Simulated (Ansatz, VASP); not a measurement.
Two plane-wave programs on Si2Sn

INCAR

```
SYSTEM = Si2Sn
ALGO = Normal
EDIFF = 1E-6
EDIFFG = -0.01
ENCUT = 600
GGA = PE
IBRION = 2
ISIF = 3
ISMEAR = 0
LASPH = .TRUE.
LCHARG = .FALSE.
LREAL = .FALSE.
LWAVE = .FALSE.
NELM = 60
NSW = 100
PREC = Accurate
SIGMA = 0.1
```

Contents of KPOINTS:

```
k-points
0
G
  12 12 4
  0 0 0
```

File POSCAR:

```
Si2Sn
1.0
    3.6739175418      0.0000000000      0.0000000000
   -1.8369587709      3.1817059226      0.0000000000
    0.0000000000      0.0000000000     10.5907259288
Si Sn
4 2
Direct
    0.3333333333      0.6666666667      0.5000000000
    0.6666666667      0.3333333333      0.0000000000
    0.6666666667      0.3333333333      0.3698301696
    0.6666666667      0.3333333333      0.6301698304
    0.3333333333      0.6666666667      0.8277593856
    0.3333333333      0.6666666667      0.1722406144
```

Input for Ansatz:

```yaml
crystal:
  lattice:
    - [3.6739175418, 0.0, 0.0]
    - [-1.8369587709, 3.1817059226, 0.0]
    - [0.0, 0.0, 10.5907259288]
  atoms:
    - { symbol: Si, position: [0.3333333333, 0.6666666667, 0.5] }
    - { symbol: Si, position: [0.6666666667, 0.3333333333, 0.0] }
    - { symbol: Si, position: [0.6666666667, 0.3333333333, 0.3698301696] }
    - { symbol: Si, position: [0.6666666667, 0.3333333333, 0.6301698304] }
    - { symbol: Sn, position: [0.3333333333, 0.6666666667, 0.8277593856] }
    - { symbol: Sn, position: [0.3333333333, 0.6666666667, 0.1722406144] }
basis:
  ecutwfc: 420
kpoints:
  mp_grid: { grid: [12, 12, 4] }
hamiltonian:
  xc: pbe
scf:
  occupations: { method: gaussian, width: 0.1 }
output:
  forces: true
  stress: true
  eigenvalues: true
  write_density: true
  write_potential: true
  elf: true
  volumetric_format: npy
relax:
  adjacent_minimum: "off"
  f_tol: 0.01
  max_steps: 80
  cell: { stress_tol: 0.05 }
```

Alike in both runs: task relaxation of cell and atoms; functional PBE; k mesh 12 × 12 × 4; occupations gaussian, width 0.1 eV; no spin polarisation.

|  | VASP | Ansatz |
| --- | --- | --- |
| version | VASP 6.6.1 | Ansatz 0.2.0 |
| potentials or method | VASP PAW PBE potentials, release 64 (Si, Sn_d), cutoff 600 eV | scalar-relativistic, plane waves, PAW |
| valence electrons in the cell | 44 | 44 |

```csv
,VASP,Ansatz,Ansatz less VASP
"gap on the k mesh at the Fermi level, each at its own relaxed structure (eV)",none,none,-
relaxed volume (Å³/atom),20.86,20.87,+0.010
relaxed cell length with the largest relative difference (Å),3.661,3.662,+0.0009
```

A gap of «none» marks a metal or a gap that the smearing closes.
